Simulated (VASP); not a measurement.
**MnO2: single point with PBE**

MnO2:

```
CELL_PARAMETERS angstrom
2.87681 0.00000 0.00000
-1.43840 2.49139 0.00000
0.00000 0.00000 5.44645
ATOMIC_POSITIONS crystal
Mn 0.00000 0.00000 0.00000
O 0.33333 0.66667 0.17537
O 0.66667 0.33333 0.82463
```

* Program: VASP 6.6.1
* Task: single point
* Functional: PBE
* Potentials or basis: VASP PAW PBE potentials, release 64 (Mn_pv, O)
* Cutoff: 520 eV
* k mesh: 14 × 14 × 6
* Occupations: gaussian, width 0.05 eV
* Spin: collinear spin, ferromagnetic start
* Starting moments: [0.5, 0.0, 0.0] μB
* Dipole correction: no
* Further INCAR settings: ALGO = Normal; EDIFF = 1e-06; NBANDS = 24

```
Pressure                                              : 0.8 GPa
Largest force                                         : 0.086 eV/Å
Band gap on the k mesh                                : 0.99 eV, indirect (least direct gap 1.04 eV)
Net moment                                            : 3.00 μB per cell
Site moments                                          : Mn +2.85; O +0.04 μB
Valence electrons inside the program's atomic spheres : Mn 11.70; O 4.99
```

Forces on the atoms (eV/Å):
```
Mn   0.000  0.000  0.000
O    0.000  0.000  0.086
O    0.000  0.000 -0.086
```

Stress tensor (GPa, compression positive):
```
1.00 0.00 0.00
0.00 1.00 0.00
0.00 0.00 0.53
```

Levels at points of the mesh, in eV from the valence-band top:
Spin up:
```tsv
k point	band 10	band 11	band 12	band 13	band 14	band 15	band 16	band 17	band 18	band 19
(0.00, 0.00, 0.00)	-2.26	-1.39	-1.23	-1.23	-0.19	2.97	2.97	6.70	10.27	12.20
(0.50, 0.00, 0.00)	-2.68	-1.96	-1.75	-1.66	-0.91	2.22	2.82	11.57	12.44	13.90
(0.00, 0.00, 0.50)	-2.26	-1.84	-1.23	-1.23	-0.05	2.97	2.97	8.28	8.76	11.74
(0.50, 0.00, 0.50)	-2.67	-1.81	-1.75	-1.67	-0.95	2.21	2.81	11.11	12.51	13.32
```
Spin down:
```
           k point  band 7  band 8  band 9  band 10  band 11  band 12  band 13  band 14  band 15  band 16
(0.00, 0.00, 0.00)   -4.76   -4.76   -1.24    -1.18    -1.18     0.99     0.99     2.56     4.25     4.25
(0.50, 0.00, 0.00)   -4.18   -3.99   -2.85    -2.57    -1.79     1.28     1.72     2.02     3.69     4.15
(0.00, 0.00, 0.50)   -4.76   -4.60   -1.71    -1.18    -1.18     0.99     0.99     2.63     4.26     4.26
(0.50, 0.00, 0.50)   -4.25   -4.00   -2.82    -2.56    -1.64     1.26     1.72     2.02     3.68     4.14
```

Wall time 110 s on 1 thread of Intel(R) Xeon(R) 6975P-C (Granite Rapids) (shared host), peak memory 0.3 GiB.

Caveat: a cell with one magnetic atom can't hold antiferromagnetic order, which such compounds often take. A k mesh can miss the band edges.
